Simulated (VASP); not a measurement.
# C in VASP: a series of runs, part 2 of 2

VASP 6.6.1. The steps go on from the part before.

### Step 3. Single point, LDA

File INCAR:

```
SYSTEM = C
PREC = Accurate ; ENCUT = 520
EDIFF = 1E-7 ; ISMEAR = 0
SIGMA = 0.2 ; LREAL = .False.
LASPH = .True. ; NELM = 100
ALGO = Normal ; ISIF = 2
LWAVE = .False. ; LCHARG = .True.
GGA = CA ; LELF = .True.
LVHAR = .True. ; NBANDS = 11
```

File KPOINTS:

```
regular mesh
0
Gamma
  15 15 4
  0 0 0
```

File POSCAR:

```
C
1.0
    2.4561700000      0.0000000000      0.0000000000
   -1.2280850000      2.1271056160      0.0000000000
    0.0000000000      0.0000000000      8.5238030000
C
2
Direct
    0.3333333333      0.6666666667      0.0000000000
    0.6666666667      0.3333333333      0.0000000000
```

Potentials or basis: VASP PAW LDA potentials, release 64 (C).

On the command line:

```bash
$ cat potpaw_LDA.64/C/POTCAR > POTCAR
$ mpirun -np 1 vasp_std > vasp.out
```

OUTCAR:

```text
SYSTEM = C
   PREC = Accurate
   ENCUT = 520
   EDIFF = 1E-7
   ISMEAR = 0
   LREAL = .False.
   LASPH = .True.
   NELM = 100
   ISIF = 2
   GGA = CA

 ion  position               nearest neighbor table
   1  0.333  0.667  0.000-   2 1.42   2 1.42   2 1.42
   2  0.667  0.333  0.000-   1 1.42   1 1.42   1 1.42

  LATTYP: Found a hexagonal cell.
 ALAT       =     2.4561700000
 C/A-ratio  =     3.4703636149

  Lattice vectors:

 A1 = (   2.4561700000,   0.0000000000,   0.0000000000)
 A2 = (  -1.2280850000,   2.1271056160,   0.0000000000)
 A3 = (   0.0000000000,   0.0000000000,   8.5238030000)

Analysis of symmetry for initial positions (statically):
=====================================================================
 Subroutine PRICEL returns:
 Original cell was already a primitive cell.

 Routine SETGRP: Setting up the symmetry group for a
 hexagonal supercell.

 Subroutine GETGRP returns: Found 24 space group operations
 (whereof 24 operations were pure point group operations)
 out of a pool of 24 trial point group operations.

The static configuration has the point symmetry D_6h.

Analysis of symmetry for dynamics (positions and initial velocities):
=====================================================================
 Subroutine PRICEL returns:
 Original cell was already a primitive cell.

 Routine SETGRP: Setting up the symmetry group for a
 hexagonal supercell.

 Subroutine GETGRP returns: Found 24 space group operations
 (whereof 24 operations were pure point group operations)
 out of a pool of 24 trial point group operations.

The dynamic configuration has the point symmetry D_6h.

 Subroutine INISYM returns: Found 24 space group operations
 (whereof 24 operations are pure point group operations),
 and found     1 'primitive' translations

----------------------------------------------------------------------------------------

                                     Primitive cell

  volume of cell :      44.5329

  direct lattice vectors                    reciprocal lattice vectors
     2.456170000  0.000000000  0.000000000     0.407137942  0.235061201  0.000000000
    -1.228085000  2.127105616  0.000000000     0.000000000  0.470122401  0.000000000
     0.000000000  0.000000000  8.523803000     0.000000000  0.000000000  0.117318526

  length of vectors
     2.456170000  2.456170000  8.523803000     0.470122401  0.470122401  0.117318526

  position of ions in fractional coordinates (direct lattice)
     0.333333333  0.666666667  0.000000000
     0.666666667  0.333333333  0.000000000

  ion indices of the primitive-cell ions
   primitive index   ion index
                 1           1
                 2           2

----------------------------------------------------------------------------------------

 KPOINTS: regular mesh

Automatic generation of k-mesh.
 Grid dimensions read from file:
 generate k-points for:   15   15    4

 Generating k-lattice:

  Cartesian coordinates                     Fractional coordinates (reciprocal lattice)
     0.027142529  0.015670747  0.000000000     0.066666667  0.000000000  0.000000000
     0.000000000  0.031341493  0.000000000     0.000000000  0.066666667  0.000000000
     0.000000000  0.000000000  0.029329631     0.000000000  0.000000000  0.250000000

  Length of vectors
     0.031341493  0.031341493  0.029329631

  Shift w.r.t. Gamma in fractional coordinates (k-lattice)
     0.000000000  0.000000000  0.000000000

 Subroutine IBZKPT returns following result:
 ===========================================

 Found     81 irreducible k-points:

 Following reciprocal coordinates:
            Coordinates               Weight
  0.000000  0.000000  0.000000      1.000000
  0.066667  0.000000  0.000000      6.000000
  0.133333  0.000000  0.000000      6.000000
  0.200000  0.000000  0.000000      6.000000
  0.266667  0.000000  0.000000      6.000000
  0.333333  0.000000  0.000000      6.000000
[... 16 lines left out ...]
  0.333333  0.200000  0.000000     12.000000
  0.400000  0.200000  0.000000      6.000000
 [... further k-points ...]
   k-points           NKPTS =     81   k-points in BZ     NKDIM =     81   number of bands    NBANDS=     11
   number of dos      NEDOS =    301   number of ions     NIONS =      2
   total plane-waves  NPLWV =  20736
   dimension x,y,z NGX =    18 NGY =   18 NGZ =   64
   dimension x,y,z NGXF=    36 NGYF=   36 NGZF=  128
   ions per type =               2
   NGX,Y,Z   is equivalent  to a cutoff of  12.18, 12.18, 12.48 a.u.
   NGXF,Y,Z  is equivalent  to a cutoff of  24.37, 24.37, 24.96 a.u.
 SYSTEM =  C
   PREC   = accura    normal or accurate (medium, high low for compatibility)
   ISTART =      0    job   : 0-new  1-cont  2-samecut
   ICHARG =      2    charge: 1-file 2-atom 10-const
   ISPIN  =      1    spin polarized calculation?
   LNONCOLLINEAR =      F non collinear calculations
   LSORBIT =      F    spin-orbit coupling
   LASPH  =      T    aspherical Exc in radial PAW
   ENCUT  =  520.0 eV  38.22 Ry    6.18 a.u.   4.57  4.57 15.85*2*pi/ulx,y,z
   NELM   =    100;   NELMIN=  2; NELMDL= -5     # of ELM steps
   EDIFF  = 0.1E-06   stopping-criterion for ELM
   LREAL  =      F    real-space projection
   EDIFFG = 0.1E-05   stopping-criterion for IOM
   NSW    =      0    number of steps for IOM
   IBRION =     -1    ionic relax: 0-MD 1-quasi-New 2-CG
   NFREE  =      0    steps in history (QN), initial steepest desc. (CG)
   ISIF   =      2    stress and relaxation
   ISYM   =      2    0-nonsym 1-usesym 2-fastsym
   POTIM  = 0.5000    time-step for ionic-motion
   TEBEG  =    0.0;   TEEND  =   0.0 temperature during run
   PSTRESS=    0.0 pullay stress
   NELECT =       8.0000    total number of electrons
   NUPDOWN=      -1.0000    fix difference up-down
   EMIN   =  10.00;   EMAX   =-10.00  energy-range for DOS
   EFERMI =   0.00;   METHOD = LEGACY
   ISMEAR =     0;   SIGMA  =   0.20  broadening in eV -4-tet -1-fermi 0-gaus
   EFERMI_NEDOS =   21; number of points for ismear=-14 and -15
   IALGO  =     38    algorithm
   IMIX   =      4    mixing-type and parameters
     AMIX     =   0.40;   BMIX     =  1.00
     AMIX_MAG =   1.60;   BMIX_MAG =  1.00
  volume/ion in A,a.u.               =      22.27       150.26
  Fermi-wavevector in a.u.,A,eV,Ry     =   0.923729  1.745595 11.609512  0.853275
  Thomas-Fermi vector in A             =   2.049397
   LORBIT       =      0    0 simple, 1 ext, 2 COOP (PROOUT), +10 PAW based schemes
   GGA     = CA    functional components
   LHFCALC =     F    Hartree Fock is set to
   AEXX    =    0.0000 exact exchange contribution
   IVDW    =     0    specifies the selected vdW correction
   LEPSILON=     F    determine dielectric tensor
   LRPA    =     F    only Hartree local field effects (RPA)
 non-spin polarized calculation
 Gauss-broadening in eV      SIGMA  =   0.20
  energy-cutoff  :      520.00
  volume of cell :       44.53
 maximum number of plane-waves:      1220
   NGX =  9   NGY =  9   NGZ = 31

 number of electron       7.9999997 magnetization

 Free energy of the ion-electron system (eV)
  ---------------------------------------------------
  ext. energy  EPLUGINS =         0.00000000
  ---------------------------------------------------
  free energy    TOTEN  =       -20.17258649 eV

  energy without entropy =      -20.17058048  energy(sigma->0) =      -20.17158349

 E-fermi :  -0.8928     XC(G=0):  -5.1106

 val. band max:       -0.8928788696   @ k =   0.3333   0.3333   0.5000
 cond. band min:      -0.8928434043   @ k =   0.3333   0.3333   0.2500
 fundamental gap:      0.0000354653
 Fermi energy:        -0.8928461806

 k-point     1 :       0.0000    0.0000    0.0000
  band No.  band energies     occupation
      1     -20.2870      2.00000
      2      -8.6129      2.00000
      3      -3.9266      2.00000
      4      -3.9266      2.00000
      5       2.2387      0.00000
      6       4.5837      0.00000
      7       6.2037      0.00000
      8       7.4417      0.00000
      9       7.4417      0.00000
     10      10.5762      0.00000
     11      12.1656      0.00000
[... 309 lines left out ...]
 k-point    24 :       0.4000    0.2000    0.0000
  band No.  band energies     occupation
      1     -14.3678      2.00000
      2     -13.5283      2.00000
      3      -9.7508      2.00000
      4      -2.4045      2.00000
      5       0.3935      0.00000
      6      10.0481      0.00000
      7      10.3480      0.00000
      8      10.9570      0.00000
      9      11.1084      0.00000
     10      13.4778      0.00000
     11      14.3918      0.00000

 [... further k-points ...]

------------------------ aborting loop because EDIFF is reached ----------------------------------------

  FORCE on cell =-STRESS in cart. coord.  units (eV):
  Direction    XX          YY          ZZ          XY          YZ          ZX
  --------------------------------------------------------------------------------------
  -------------------------------------------------------------------------------------
  Total       -0.5106371     -0.5106371     -0.0136286      0.0000000      0.0000000      0.0000000
  in kB      -18.3713932    -18.3713932     -0.4903220      0.0000000      0.0000000      0.0000000
  external PRESSURE =     -12.4110361 kB  Pullay stress =       0.0000000 kB

 VOLUME and BASIS-vectors are now :
 -----------------------------------------------------------------------------
  energy-cutoff  :      520.00
  volume of cell :       44.53
      direct lattice vectors                 reciprocal lattice vectors
     2.456170000  0.000000000  0.000000000     0.407137942  0.235061201  0.000000000
    -1.228085000  2.127105616  0.000000000     0.000000000  0.470122401  0.000000000
     0.000000000  0.000000000  8.523803000     0.000000000  0.000000000  0.117318526

 POSITION                                       TOTAL-FORCE (eV/Angst)
 -----------------------------------------------------------------------------------
     -0.00000      1.41807      0.00000         0.000000      0.000000     -0.000000
      1.22809      0.70904      0.00000        -0.000000      0.000000      0.000000
 -----------------------------------------------------------------------------------
    total drift:                                0.000000     -0.000000      0.000000

  FREE ENERGIE OF THE ION-ELECTRON SYSTEM (eV)
  ---------------------------------------------------
  free  energy   TOTEN  =       -20.1725864923 eV

  energy  without entropy=      -20.1705804849  energy(sigma->0) =      -20.17158349
```

OSZICAR:

```text
N       E                     dE             d eps       ncg     rms          rms(c)
DAV:   1     0.220253756781E+02    0.22025E+02   -0.36443E+03  1806   0.583E+02
DAV:   2    -0.198894158715E+02   -0.41915E+02   -0.40016E+02  2366   0.132E+02
DAV:   3    -0.216450199868E+02   -0.17556E+01   -0.17480E+01  2247   0.268E+01
DAV:   4    -0.216636464679E+02   -0.18626E-01   -0.18619E-01  2422   0.335E+00
DAV:   5    -0.216638340639E+02   -0.18760E-03   -0.18758E-03  2291   0.287E-01    0.657E+00
DAV:   6    -0.205773059056E+02    0.10865E+01   -0.92530E-01  2047   0.546E+00    0.375E+00
DAV:   7    -0.201804871643E+02    0.39682E+00   -0.11539E+00  2163   0.606E+00    0.973E-01
DAV:   8    -0.201723862856E+02    0.81009E-02   -0.32744E-02  2084   0.107E+00    0.206E-01
DAV:   9    -0.201716798602E+02    0.70643E-03   -0.57857E-04  2208   0.156E-01    0.154E-01
DAV:  10    -0.201712223105E+02    0.45755E-03   -0.52621E-03  1915   0.304E-01    0.136E-01
DAV:  11    -0.201717356537E+02   -0.51334E-03   -0.17740E-04  2030   0.758E-02    0.473E-02
DAV:  12    -0.201725100898E+02   -0.77444E-03   -0.24545E-04  1871   0.788E-02    0.276E-02
DAV:  13    -0.201725535030E+02   -0.43413E-04   -0.44336E-06  2059   0.123E-02    0.718E-03
DAV:  14    -0.201725860096E+02   -0.32507E-04   -0.25280E-06  1888   0.608E-03    0.235E-03
DAV:  15    -0.201725864073E+02   -0.39769E-06   -0.52708E-08  2093   0.147E-03    0.118E-03
DAV:  16    -0.201725864923E+02   -0.84961E-07   -0.91872E-09  1896   0.510E-04
   1 F= -.20172586E+02 E0= -.20171583E+02  d E =-.200601E-02
```

Wall time 14 s (1 thread of Intel Xeon 6975P-C (Granite Rapids), shared host); peak memory 0.15 GiB.

What came out:

```
Free energy            : -20.1726 eV
Band gap on the k mesh : zero (filled and empty bands touch)
```

### Step 4. Single point, LDA

File INCAR:

```
SYSTEM = C
PREC = Accurate
ENCUT = 520
EDIFF = 1E-7
ISMEAR = 0
SIGMA = 0.1
LREAL = .False.
LASPH = .True.
NELM = 100
ALGO = Normal
ISIF = 2
LWAVE = .False.
LCHARG = .True.
GGA = CA
LELF = .True.
LVHAR = .True.
NBANDS = 11
```

File KPOINTS:

```
Automatic mesh
0
Gamma
  15 15 4
  0 0 0
```

POSCAR is that of step 3.

On the command line:

```bash
$ cat potpaw_LDA.64/C/POTCAR > POTCAR
$ mpirun -np 1 vasp_std > vasp.out
```

It took 14 s on 1 thread of Intel Xeon 6975P-C (Granite Rapids), shared host; peak memory 0.15 GiB.

The run converged. Its results:

```
Free energy            : -20.1716 eV
Band gap on the k mesh : zero (filled and empty bands touch)
```

Levels at points of the mesh, in eV from the Fermi level:
```
           k point  band 1  band 2  band 3  band 4  band 5  band 6  band 7  band 8
(0.00, 0.00, 0.00)  -19.39   -7.72   -3.03   -3.03    3.13    5.48    7.10    8.33
(0.00, 0.00, 0.50)  -19.39   -7.72   -3.03   -3.03    3.74    4.06    8.33    8.33
```

### Step 5. Single point, LDA

File INCAR:

```
SYSTEM = C
PREC = Accurate
ENCUT = 520
EDIFF = 1E-6
ISMEAR = 0
SIGMA = 0.05
LREAL = .False.
LASPH = .True.
NELM = 80
ALGO = Normal
ISIF = 2
LWAVE = .False.
LCHARG = .False.
GGA = CA
NBANDS = 11
```

File KPOINTS:

```
regular mesh
0
Gamma
  15 15 4
  0 0 0
```

POSCAR is that of step 4.

On the command line:

```bash
$ cat potpaw_LDA.64/C/POTCAR > POTCAR
$ mpirun -np 1 vasp_std > vasp.out
```

Wall time 13 s (1 thread of Intel Xeon 6975P-C (Granite Rapids), shared host); peak memory 0.14 GiB.

The run converged. Its results:

```
Free energy            : -20.1711 eV
Band gap on the k mesh : zero (filled and empty bands touch)
```

Levels at points of the mesh, in eV from the Fermi level:
```csv
k point,band 1,band 2,band 3,band 4,band 5,band 6,band 7,band 8,band 9
"(0.00, 0.00, 0.00)",-19.39,-7.72,-3.03,-3.03,3.13,5.48,7.09,8.33,8.33
"(0.00, 0.00, 0.50)",-19.39,-7.72,-3.03,-3.03,3.74,4.06,8.33,8.33,9.05
```

### Step 6. Summary

| smearing | gap on the mesh (eV) |
| --- | --- |
| gaussian 0.3 eV | none |
| gaussian 0.2 eV | none |
| gaussian 0.1 eV | none |
| gaussian 0.05 eV | none |

Alike in all rows: task single point; level LDA; potentials or basis VASP PAW LDA potentials, release 64 (C); no spin polarisation; cell as given; k mesh 15 × 15 × 4; cutoff (eV) 520.

Caveats: so wide a smearing shifts energies and pressures (at least some runs).

Total energies depend on the potentials used, so only differences within one code and one set of settings carry meaning.
